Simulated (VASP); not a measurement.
Sr2Be3Fe: single point with PBE

The system is Sr2Be3Fe.

```
Sr Fe Be
1.0
     7.11504   -0.05419    1.05591
    -0.04310    5.82901   -0.25539
     1.29229   -1.26404    7.46210
Sr Fe Be
4 2 6
Direct
  0.02989 0.79871 0.57500
  0.12780 0.03849 0.00641
  0.86118 0.50991 0.94925
  0.53944 0.63526 0.41766
  0.20310 0.29819 0.56648
  0.55176 0.23791 0.64774
  0.68501 0.05072 0.86948
  0.91252 0.37735 0.35991
  0.44527 0.65048 0.01716
  0.65554 0.99601 0.16556
  0.32340 0.96595 0.27343
  0.82770 0.00054 0.36893
```

| Property | Result |
| --- | --- |
| Program | VASP 6.6.1 |
| Task | single point |
| Functional | PBE |
| Potentials or basis | VASP PAW PBE potentials, release 64 (Sr_sv, Fe, Be) |
| Cutoff | 520 eV |
| k mesh | 3 × 3 × 3 |
| Occupations | fermi-dirac, width 0.1 eV |
| Spin | no spin polarisation |
| Dipole correction | no |
| Further INCAR settings | ALGO = Normal; EDIFF = 1e-07; NBANDS = 46 |

| Quantity | Value |
| --- | --- |
| Pressure | -4.8 GPa |
| Largest force | 1.587 eV/Å |
| Band gap on the k mesh | zero (bands 34 and 35 overlap by 0.04 eV) |

Forces in eV/Å, atoms in the order of the input:
```
Sr  -0.004  0.344 -0.346
Sr   1.043  0.488 -0.378
Sr   0.152 -0.354 -0.149
Sr  -0.417 -0.597  0.768
Fe   0.872 -1.230 -0.494
Fe   0.193 -0.261 -0.222
Be  -1.290  0.065 -0.157
Be  -0.018 -1.041  0.664
Be  -0.221  0.469 -0.041
Be   0.027  0.357 -0.173
Be   0.413  0.707  0.297
Be  -0.750  1.054  0.233
```

Stress tensor (GPa, compression positive):
```
-4.64  0.21 -1.42
 0.21 -3.87 -2.47
-1.42 -2.47 -5.92
```

Levels at points of the mesh, in eV from the Fermi level:
```
           k point  band 30  band 31  band 32  band 33  band 34  band 35  band 36  band 37  band 38  band 39
(0.00, 0.00, 0.00)    -0.43    -0.31    -0.25    -0.18    -0.07     0.01     0.16     0.26     0.43     0.95
```

Wall time 10 min on 1 thread of Intel(R) Xeon(R) Platinum 8488C (Sapphire Rapids), with other jobs on the host, peak memory 0.48 GiB.

Caveat: the k points lie up to 0.37 Å⁻¹ apart; the run has no spin polarisation, though such a crystal can be magnetic. Spin polarisation is off, so any magnetic state and its effect on volume and gap are missing.
